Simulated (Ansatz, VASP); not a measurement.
# Two plane-wave programs on SnSe2

```
CELL_PARAMETERS angstrom
3.87175 0.00000 0.00000
-1.93587 3.35303 0.00000
0.00000 0.00000 6.98808
ATOMIC_POSITIONS crystal
Sn 0.00000 0.00000 0.00000
Se 0.33333 0.66667 0.22815
Se 0.66667 0.33333 0.77185
```

Alike in both runs: functional PBE; k mesh 12 × 12 × 4; occupations gaussian, width 0.02 eV; no spin polarisation.

Ansatz relaxed the structure, and its values are those at the end. VASP's run is a single point on that final structure, the one shown.

|  | VASP | Ansatz |
| --- | --- | --- |
| version | VASP 6.6.1 | Ansatz 0.2.0 |
| potentials or method | VASP PAW PBE potentials, release 64 (Sn_d, Se), cutoff 520 eV | scalar-relativistic, plane waves, PAW |
| valence electrons in the cell | 26 | 46 |

VASP gave:

| Property | Result |
| --- | --- |
| gap on the k mesh at the Fermi level (eV) | 0.70 |
| least direct gap on the mesh (eV) | 1.08 |
| pressure (GPa) | 0.1 |
| rms of the force components (eV/Å) | 0.007 |

Question: Estimate Ansatz's values.

Answer: gap on the k mesh at the Fermi level (eV): 0.70; least direct gap on the mesh (eV): 1.08; pressure (GPa): 0.0; rms of the force components (eV/Å): 0.002.

VASP's potentials hold 26 valence electrons a cell and Ansatz's 46, so a difference there can come from the potentials and not from the codes.
